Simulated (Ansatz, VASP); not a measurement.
Al: VASP beside Ansatz

```
CELL_PARAMETERS angstrom
2.86348 0.00000 0.00000
-1.43174 2.47985 0.00000
0.00000 0.00000 4.67607
ATOMIC_POSITIONS crystal
Al 0.33333 0.66667 0.25000
Al 0.66667 0.33333 0.75000
```

Alike in both runs: task relaxation of cell and atoms; functional RPBE; k mesh 13 × 13 × 7; occupations fermi-dirac, width 0.1 eV; no spin polarisation.

|  | VASP | Ansatz |
| --- | --- | --- |
| version | VASP 6.6.1 | Ansatz 0.2.0 |
| potentials or method | VASP PAW PBE potentials, release 64 (Al), cutoff 600 eV | plane waves (420 eV) with PAW, scalar-relativistic |
| valence electrons in the cell | 6 | 6 |

VASP gave:

| Item | Value |
| --- | --- |
| relaxed volume (Å³/atom) | 16.88 |
| relaxed cell length with the largest relative difference (Å) | 4.688 |

Problem. Which values does Ansatz return?

Solution. Relaxed volume (Å³/atom): 16.93; relaxed cell length with the largest relative difference (Å): 4.660.

VASP's potentials were made for PBE, not for RPBE.
